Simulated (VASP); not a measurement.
# Be3H (P-3) in VASP: notebook

Be3H is run at these levels: PBE; tasks: single point, relaxation of cell and atoms.

Everything below comes from runs of VASP 6.6.1. Logs are shortened: lines on timing, memory, paths and dates and some standing lists are left out, and cuts for length are marked.

### Step 1. The cell of the first run

The structure is trigonal, space group P-3 (No. 147). Conventional cell: a = 4.325 Å, b = 4.325 Å, c = 3.578 Å, α = 90.00°, β = 90.00°, γ = 120.00°. Be (site symmetry 1) has 2 H at 1.56 to 1.96 Å within 2.1 Å. Within 2.1 Å of H (site symmetry 3) lie 6 Be at 1.56 to 1.96 Å.

### Step 2. Single point, PBE

INCAR reads:

```
SYSTEM = Be3H
PREC = Accurate
ENCUT = 520
EDIFF = 1E-6
ISMEAR = 0
SIGMA = 0.1
LREAL = .FALSE.
LASPH = .TRUE.
NELM = 60
ALGO = Normal
ISIF = 2
LWAVE = .FALSE.
LCHARG = .FALSE.
GGA = PE
NBANDS = 17
```

KPOINTS reads:

```
regular mesh
0
G
  12 12 10
  0 0 0
```

POSCAR reads:

```
Be3H
1.0
    4.3248201684      0.0000000000      0.0000000000
   -2.1624100842      3.7454041326      0.0000000000
    0.0000000000      0.0000000000      3.5777926725
Be H
6 2
Direct
    0.0494123996      0.3361506929      0.2600910829
    0.6638493071      0.7132617067      0.2600910829
    0.2867382933      0.9505876004      0.2600910829
    0.7132617067      0.0494123996      0.7399089171
    0.3361506929      0.2867382933      0.7399089171
    0.9505876004      0.6638493071      0.7399089171
    0.3333333333      0.6666666667      0.0345589300
    0.6666666667      0.3333333333      0.9654410700
```

Potentials or basis: VASP PAW PBE potentials, release 64 (Be, H).

Started as:

```
> cat potpaw_PBE.64/Be/POTCAR potpaw_PBE.64/H/POTCAR > POTCAR
> mpirun -np 1 vasp_std > vasp.out
```

OUTCAR:

```text
SYSTEM = Be3H
   PREC = Accurate
   ENCUT = 520
   EDIFF = 1E-6
   ISMEAR = 0
   LREAL = .FALSE.
   LASPH = .TRUE.
   NELM = 60
   ISIF = 2
   GGA = PE

 ion  position               nearest neighbor table
   1  0.049  0.336  0.260-   7 1.56   4 2.19   5 2.19   4 2.30   5 2.30   3 2.32   2 2.32   2 2.35
                             3 2.35
   2  0.664  0.713  0.260-   7 1.56   4 2.19   6 2.19   4 2.30   6 2.30   1 2.32   3 2.32   1 2.35
                             3 2.35
   3  0.287  0.951  0.260-   7 1.56   5 2.19   6 2.19   5 2.30   6 2.30   1 2.32   2 2.32   1 2.35
                             2 2.35
   4  0.713  0.049  0.740-   8 1.56   2 2.19   1 2.19   2 2.30   1 2.30   6 2.32   5 2.32   6 2.35
                             5 2.35
   5  0.336  0.287  0.740-   8 1.56   3 2.19   1 2.19   3 2.30   1 2.30   6 2.32   4 2.32   6 2.35
                             4 2.35
   6  0.951  0.664  0.740-   8 1.56   3 2.19   2 2.19   3 2.30   2 2.30   4 2.32   5 2.32   5 2.35
                             4 2.35
   7  0.333  0.667  0.035-   3 1.56   1 1.56   2 1.56
   8  0.667  0.333  0.965-   4 1.56   6 1.56   5 1.56

  LATTYP: Found a hexagonal cell.
 ALAT       =     4.3248201684
 C/A-ratio  =     0.8272696975

  Lattice vectors:

 A1 = (   4.3248201684,   0.0000000000,   0.0000000000)
 A2 = (  -2.1624100842,   3.7454041326,   0.0000000000)
 A3 = (   0.0000000000,   0.0000000000,   3.5777926725)

Analysis of symmetry for initial positions (statically):
=====================================================================
 Subroutine PRICEL returns:
 Original cell was already a primitive cell.

 Routine SETGRP: Setting up the symmetry group for a
 hexagonal supercell.

 Subroutine GETGRP returns: Found  6 space group operations
 (whereof  6 operations were pure point group operations)
 out of a pool of 24 trial point group operations.

The static configuration has the point symmetry S_6 .

Analysis of symmetry for dynamics (positions and initial velocities):
=====================================================================
 Subroutine PRICEL returns:
 Original cell was already a primitive cell.

 Routine SETGRP: Setting up the symmetry group for a
 hexagonal supercell.

 Subroutine GETGRP returns: Found  6 space group operations
 (whereof  6 operations were pure point group operations)
 out of a pool of 24 trial point group operations.

The dynamic configuration has the point symmetry S_6 .

 Subroutine INISYM returns: Found  6 space group operations
 (whereof  6 operations are pure point group operations),
 and found     1 'primitive' translations

----------------------------------------------------------------------------------------

                                     Primitive cell

  volume of cell :      57.9538

  direct lattice vectors                    reciprocal lattice vectors
     4.324820168  0.000000000  0.000000000     0.231223487  0.133496942  0.000000000
    -2.162410084  3.745404133  0.000000000     0.000000000  0.266993885  0.000000000
     0.000000000  0.000000000  3.577792673     0.000000000  0.000000000  0.279501942

  length of vectors
     4.324820168  4.324820168  3.577792673     0.266993885  0.266993885  0.279501942

  position of ions in fractional coordinates (direct lattice)
     0.049412400  0.336150693  0.260091083
     0.663849307  0.713261707  0.260091083
     0.286738293  0.950587600  0.260091083
     0.713261707  0.049412400  0.739908917
     0.336150693  0.286738293  0.739908917
     0.950587600  0.663849307  0.739908917
     0.333333333  0.666666667  0.034558930
     0.666666667  0.333333333  0.965441070

  ion indices of the primitive-cell ions
   primitive index   ion index
                 1           1
                 2           2
                 3           3
                 4           4
                 5           5
                 6           6
                 7           7
                 8           8

----------------------------------------------------------------------------------------

 KPOINTS: regular mesh

Automatic generation of k-mesh.
 Grid dimensions read from file:
 generate k-points for:   12   12   10

 Generating k-lattice:

  Cartesian coordinates                     Fractional coordinates (reciprocal lattice)
     0.019268624  0.011124745  0.000000000     0.083333333  0.000000000  0.000000000
     0.000000000  0.022249490  0.000000000     0.000000000  0.083333333  0.000000000
     0.000000000  0.000000000  0.027950194     0.000000000  0.000000000  0.100000000

  Length of vectors
     0.022249490  0.022249490  0.027950194

  Shift w.r.t. Gamma in fractional coordinates (k-lattice)
     0.000000000  0.000000000  0.000000000

 Subroutine IBZKPT returns following result:
 ===========================================

 Found    252 irreducible k-points:

 Following reciprocal coordinates:
            Coordinates               Weight
  0.000000  0.000000  0.000000      1.000000
  0.083333 -0.000000  0.000000      6.000000
  0.166667  0.000000  0.000000      6.000000
  0.250000 -0.000000  0.000000      6.000000
  0.333333  0.000000  0.000000      6.000000
  0.416667 -0.000000  0.000000      6.000000
[... 16 lines left out ...]
  0.250000  0.250000  0.000000      6.000000
  0.333333  0.250000  0.000000      6.000000
 [... further k-points ...]
   k-points           NKPTS =    252   k-points in BZ     NKDIM =    252   number of bands    NBANDS=     17
   number of dos      NEDOS =    301   number of ions     NIONS =      8
   total plane-waves  NPLWV =  28672
   dimension x,y,z NGX =    32 NGY =   32 NGZ =   28
   dimension x,y,z NGXF=    64 NGYF=   64 NGZF=   56
   ions per type =               6   2
   NGX,Y,Z   is equivalent  to a cutoff of  12.30, 12.30, 13.01 a.u.
   NGXF,Y,Z  is equivalent  to a cutoff of  24.60, 24.60, 26.02 a.u.
 SYSTEM =  Be3H
   PREC   = accura    normal or accurate (medium, high low for compatibility)
   ISTART =      0    job   : 0-new  1-cont  2-samecut
   ICHARG =      2    charge: 1-file 2-atom 10-const
   ISPIN  =      1    spin polarized calculation?
   LNONCOLLINEAR =      F non collinear calculations
   LSORBIT =      F    spin-orbit coupling
   LASPH  =      T    aspherical Exc in radial PAW
   ENCUT  =  520.0 eV  38.22 Ry    6.18 a.u.   8.04  8.04  6.65*2*pi/ulx,y,z
   NELM   =     60;   NELMIN=  2; NELMDL= -5     # of ELM steps
   EDIFF  = 0.1E-05   stopping-criterion for ELM
   LREAL  =      F    real-space projection
   EDIFFG = 0.1E-04   stopping-criterion for IOM
   NSW    =      0    number of steps for IOM
   IBRION =     -1    ionic relax: 0-MD 1-quasi-New 2-CG
   NFREE  =      0    steps in history (QN), initial steepest desc. (CG)
   ISIF   =      2    stress and relaxation
   ISYM   =      2    0-nonsym 1-usesym 2-fastsym
   POTIM  = 0.5000    time-step for ionic-motion
   TEBEG  =    0.0;   TEEND  =   0.0 temperature during run
   PSTRESS=    0.0 pullay stress
   NELECT =      14.0000    total number of electrons
   NUPDOWN=      -1.0000    fix difference up-down
   EMIN   =  10.00;   EMAX   =-10.00  energy-range for DOS
   EFERMI =   0.00;   METHOD = LEGACY
   ISMEAR =     0;   SIGMA  =   0.10  broadening in eV -4-tet -1-fermi 0-gaus
   EFERMI_NEDOS =   21; number of points for ismear=-14 and -15
   IALGO  =     38    algorithm
   IMIX   =      4    mixing-type and parameters
     AMIX     =   0.40;   BMIX     =  1.00
     AMIX_MAG =   1.60;   BMIX_MAG =  1.00
  volume/ion in A,a.u.               =       7.24        48.89
  Fermi-wavevector in a.u.,A,eV,Ry     =   1.019585  1.926737 14.143992  1.039554
  Thomas-Fermi vector in A             =   2.153107
   LORBIT       =      0    0 simple, 1 ext, 2 COOP (PROOUT), +10 PAW based schemes
   GGA     = PE    functional components
   LHFCALC =     F    Hartree Fock is set to
   AEXX    =    0.0000 exact exchange contribution
   IVDW    =     0    specifies the selected vdW correction
   LEPSILON=     F    determine dielectric tensor
   LRPA    =     F    only Hartree local field effects (RPA)
 non-spin polarized calculation
 Gauss-broadening in eV      SIGMA  =   0.10
  energy-cutoff  :      520.00
  volume of cell :       57.95
 maximum number of plane-waves:      1576
   NGX = 17   NGY = 17   NGZ = 13

 number of electron      14.0000001 magnetization

 Free energy of the ion-electron system (eV)
  ---------------------------------------------------
  ext. energy  EPLUGINS =         0.00000000
  ---------------------------------------------------
  free energy    TOTEN  =       -26.24848894 eV

  energy without entropy =      -26.23830815  energy(sigma->0) =      -26.24339855

 E-fermi :   6.0264     XC(G=0): -10.3198

 val. band max:        6.0207277530   @ k =   0.3333   0.0833   0.5000
 cond. band min:       6.0306984034   @ k =   0.2500   0.2500   0.1000
 fundamental gap:      0.0099706504
 Fermi energy:         6.0264034405

 k-point     1 :       0.0000    0.0000    0.0000
  band No.  band energies     occupation
      1      -6.2191      2.00000
      2      -0.8846      2.00000
      3       0.4454      2.00000
      4       2.8511      2.00000
      5       3.6634      2.00000
      6       3.6634      2.00000
[... 9 lines left out ...]
     16      12.3852      0.00000
     17      14.1905      0.00000

 k-point     2 :       0.0833   -0.0000    0.0000
  band No.  band energies     occupation
      1      -6.1663      2.00000
      2      -1.0613      2.00000
      3       0.3619      2.00000
      4       2.6504      2.00000
      5       3.3669      2.00000
      6       3.6978      2.00000
[... 9 lines left out ...]
     16      13.4039      0.00000
     17      14.5382      0.00000

 k-point     3 :       0.1667    0.0000    0.0000
  band No.  band energies     occupation
      1      -6.0085      2.00000
      2      -1.5220      2.00000
      3       0.0986      2.00000
      4       2.4649      2.00000
      5       2.9520      2.00000
      6       4.1616      2.00000
[... 9 lines left out ...]
     16      14.4500      0.00000
     17      15.4859      0.00000

 k-point     4 :       0.2500   -0.0000    0.0000
  band No.  band energies     occupation
      1      -5.7497      2.00000
      2      -2.1451      2.00000
      3      -0.2519      2.00000
      4       2.5490      2.00000
      5       2.6437      2.00000
      6       4.8360      2.00000
[... 9 lines left out ...]
     16      14.7834      0.00000
     17      15.0864      0.00000

 k-point     5 :       0.3333    0.0000    0.0000
  band No.  band energies     occupation
      1      -5.4002      2.00000
      2      -2.8227      2.00000
      3      -0.5519      2.00000
      4       2.3373      2.00000
      5       2.9632      2.00000
      6       5.3691      2.00000
[... 9 lines left out ...]
     16      14.0929      0.00000
     17      15.5875      0.00000

 k-point     6 :       0.4167   -0.0000    0.0000
  band No.  band energies     occupation
      1      -4.9962      2.00000
      2      -3.4488      2.00000
      3      -0.7415      2.00000
      4       2.1827      2.00000
      5       3.4773      2.00000
      6       5.0918      2.00000
[... 9 lines left out ...]
     16      13.4843      0.00000
     17      15.1705      0.00000
[... 281 lines left out ...]
 k-point    21 :      -0.3333    0.5000    0.0000
  band No.  band energies     occupation
      1      -4.8476      2.00000
      2      -3.4686      2.00000
      3      -1.3713      2.00000
      4       3.1372      2.00000
      5       3.6266      2.00000
      6       5.2295      2.00000
[... 9 lines left out ...]
     16      14.2087      0.00000
     17      15.3002      0.00000

 k-point    22 :       0.4167    0.1667    0.0000
  band No.  band energies     occupation
      1      -4.5804      2.00000
      2      -3.7904      2.00000
      3      -1.4583      2.00000
      4       3.1023      2.00000
      5       4.0105      2.00000
      6       4.9283      2.00000
[... 9 lines left out ...]
     16      13.7637      0.00000
     17      15.3432      0.00000

 k-point    23 :       0.2500    0.2500    0.0000
  band No.  band energies     occupation
      1      -4.8766      2.00000
      2      -3.3502      2.00000
      3      -1.5547      2.00000
      4       3.3484      2.00000
      5       3.9998      2.00000
      6       4.8384      2.00000
[... 9 lines left out ...]
     16      14.1197      0.00000
     17      14.9404      0.00000

 k-point    24 :       0.3333    0.2500    0.0000
  band No.  band energies     occupation
      1      -4.4819      2.00000
      2      -3.7735      2.00000
      3      -1.7978      2.00000
      4       3.7187      2.00000
      5       4.1823      2.00000
      6       5.2703      2.00000
[... 9 lines left out ...]
     16      13.9588      0.00000
     17      15.1916      0.00000

 [... further k-points ...]
[... 5 lines left out ...]
  --------------------------------------------------------------------------------------
  -------------------------------------------------------------------------------------
  Total        0.0337384      0.0337384      0.0264847      0.0000005      0.0000000      0.0000000
  in kB        0.9327231      0.9327231      0.7321889      0.0000144      0.0000000      0.0000000
  external PRESSURE =       0.8658783 kB  Pullay stress =       0.0000000 kB

 VOLUME and BASIS-vectors are now :
 -----------------------------------------------------------------------------
  energy-cutoff  :      520.00
  volume of cell :       57.95
      direct lattice vectors                 reciprocal lattice vectors
     4.324820168  0.000000000  0.000000000     0.231223487  0.133496942  0.000000000
    -2.162410084  3.745404133  0.000000000     0.000000000  0.266993885  0.000000000
     0.000000000  0.000000000  3.577792673     0.000000000  0.000000000  0.279501942

 POSITION                                       TOTAL-FORCE (eV/Angst)
 -----------------------------------------------------------------------------------
     -0.51320      1.25902      0.93055        -0.003254     -0.001522      0.000344
      1.32866      2.67145      0.93055         0.002945     -0.002057      0.000344
     -0.81547      3.56033      0.93055         0.000309      0.003579      0.000344
      2.97788      0.18507      2.64724        -0.000309     -0.003579     -0.000344
      0.83375      1.07395      2.64724        -0.002945      0.002057     -0.000344
      2.67561      2.48638      2.64724         0.003254      0.001522     -0.000344
     -0.00000      2.49694      0.12364         0.000000     -0.000000     -0.004500
      2.16241      1.24847      3.45415         0.000000      0.000000      0.004500
 -----------------------------------------------------------------------------------
    total drift:                                0.000000      0.000000     -0.000000

  FREE ENERGIE OF THE ION-ELECTRON SYSTEM (eV)
  ---------------------------------------------------
  free  energy   TOTEN  =       -26.2484889390 eV

  energy  without entropy=      -26.2383081510  energy(sigma->0) =      -26.24339855
```

Run time: 2.8 min. Hardware: 1 thread of Oxide Virtual Turin-like, shared host; peak memory 0.28 GiB.

What came out:

- Free energy: -26.2485 eV
- Pressure: 0.1 GPa
- Largest force: 0.004 eV/Å
- Band gap on the k mesh: zero (band 7 reaches 7.63 eV, above the bottom of band 8 at 4.35 eV)

Forces in eV/Å, atoms in the order of the input:
```
Be  -0.003 -0.002  0.000
Be   0.003 -0.002  0.000
Be   0.000  0.004  0.000
Be   0.000 -0.004  0.000
Be  -0.003  0.002  0.000
Be   0.003  0.002  0.000
H    0.000  0.000 -0.004
H    0.000  0.000  0.004
```

Levels at points of the mesh, in eV from the Fermi level:
```csv
k point,band 4,band 5,band 6,band 7,band 8,band 9,band 10,band 11
"(0.00, 0.00, 0.00)",-3.18,-2.36,-2.36,-1.68,-1.68,1.46,4.91,4.91
"(0.50, 0.00, 0.00)",-3.90,-2.14,-1.39,0.76,1.17,2.93,3.08,3.16
"(0.00, 0.00, 0.50)",-2.71,-1.85,-1.85,-1.59,-1.59,-0.39,0.96,3.47
"(0.50, 0.00, 0.50)",-6.19,-4.85,-3.70,-0.88,-0.46,4.36,5.32,6.02
```

(Continued in part 2 of 2.)
